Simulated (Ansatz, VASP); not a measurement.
## Two plane-wave programs on C

File POSCAR:

```
C
1.0
   -2.5098396889      0.0000000000      0.0000000000
   -1.2549198445     -2.1735849300      0.0000000000
    0.0000000000      0.0000000000     16.4106492275
C
16
Direct
    0.0000000000      0.0000000000      0.6776042171
    0.0000000000      0.0000000000      0.1730340140
    0.0000000000      1.0000000000      0.9298893187
    0.0000000000      1.0000000000      0.4253191156
    0.0000000000      0.0000000000      0.8361063922
    0.0000000000      0.0000000000      0.3315361891
    0.0000000000      1.0000000000      0.0792510875
    0.0000000000      1.0000000000      0.5838212906
    0.3333333333      0.3333333333      0.7091715082
    0.3333333333      0.3333333333      0.2046013051
    0.6666666667      0.6666666667      0.9614566098
    0.6666666667      0.6666666667      0.4568864067
    0.3333333333      0.3333333333      0.8045391011
    0.3333333333      0.3333333333      0.2999688980
    0.6666666667      0.6666666667      0.0476837964
    0.6666666667      0.6666666667      0.5522539995
```

Contents of INCAR.step1:

```
SYSTEM = C
ALGO = Normal ; EDIFF = 1E-4
ENCUT = 520 ; GGA = PE
ISMEAR = 0 ; LASPH = .TRUE.
LCHARG = .FALSE. ; LREAL = Auto
LWAVE = .TRUE. ; NBANDS = 46
NELM = 60 ; PREC = Accurate
SIGMA = 0.05
```

Contents of INCAR.step2:

```
SYSTEM = C
ALGO = Normal ; EDIFF = 1E-7
ENCUT = 520 ; ISIF = 2
ISMEAR = 0 ; ISTART = 1
LASPH = .TRUE. ; LCHARG = .FALSE.
LMIXTAU = .TRUE. ; LREAL = Auto
LWAVE = .FALSE. ; METAGGA = R2SCAN
NBANDS = 46 ; NELM = 60
PREC = Accurate ; SIGMA = 0.05
```

The input KPOINTS:

```
k-points
0
G
  10 10 2
  0 0 0
```

Input for Ansatz:

```yaml
crystal:
  lattice:
    - [-2.5098396889, 0.0, 0.0]
    - [-1.2549198445, -2.17358493, 0.0]
    - [0.0, 0.0, 16.4106492275]
  atoms:
    - { symbol: C, position: [0.0, 0.0, 0.6776042171] }
    - { symbol: C, position: [0.0, 0.0, 0.173034014] }
    - { symbol: C, position: [0.0, 1.0, 0.9298893187] }
    - { symbol: C, position: [0.0, 1.0, 0.4253191156] }
    - { symbol: C, position: [0.0, 0.0, 0.8361063922] }
    - { symbol: C, position: [0.0, 0.0, 0.3315361891] }
    - { symbol: C, position: [0.0, 1.0, 0.0792510875] }
    - { symbol: C, position: [0.0, 1.0, 0.5838212906] }
    - { symbol: C, position: [0.3333333333, 0.3333333333, 0.7091715082] }
    - { symbol: C, position: [0.3333333333, 0.3333333333, 0.2046013051] }
    - { symbol: C, position: [0.6666666667, 0.6666666667, 0.9614566098] }
    - { symbol: C, position: [0.6666666667, 0.6666666667, 0.4568864067] }
    - { symbol: C, position: [0.3333333333, 0.3333333333, 0.8045391011] }
    - { symbol: C, position: [0.3333333333, 0.3333333333, 0.299968898] }
    - { symbol: C, position: [0.6666666667, 0.6666666667, 0.0476837964] }
    - { symbol: C, position: [0.6666666667, 0.6666666667, 0.5522539995] }
basis:
  ecutwfc: 500
kpoints:
  mp_grid: { grid: [10, 10, 2] }
hamiltonian:
  xc: r2scan
scf:
  occupations: { method: gaussian, width: 0.05 }
output:
  forces: true
  stress: true
  eigenvalues: true
```

Alike in both runs: task single point; functional r2SCAN; k mesh 10 × 10 × 2; occupations gaussian, width 0.05 eV; no spin polarisation.

```csv
,VASP,Ansatz
version,VASP 6.6.1,Ansatz 0.2.0
potentials or method,"VASP PAW PBE potentials, release 64 (C), cutoff 520 eV","scalar-relativistic, plane waves, PAW"
valence electrons in the cell,64,64
```

VASP gave:

```
gap on the k mesh at the Fermi level (eV)                     : 4.46
least direct gap on the mesh (eV)                             : 5.25
pressure (GPa)                                                : 6.5
traceless stress, the component that is largest in VASP (GPa) : 10.76
rms of the force components (eV/Å)                            : 0.885
```

Task: Estimate Ansatz's values.

Result: gap on the k mesh at the Fermi level (eV): 4.49; least direct gap on the mesh (eV): 5.30; pressure (GPa): 5.4; traceless stress, the component that is largest in VASP (GPa): 10.75; rms of the force components (eV/Å): 0.877.

VASP's potentials were made for PBE, not for r2SCAN. Atom by atom the forces differ by 0.009 eV/Å (rms over components). With one functional, cell and mesh, what is left measures potentials, basis and numerics.
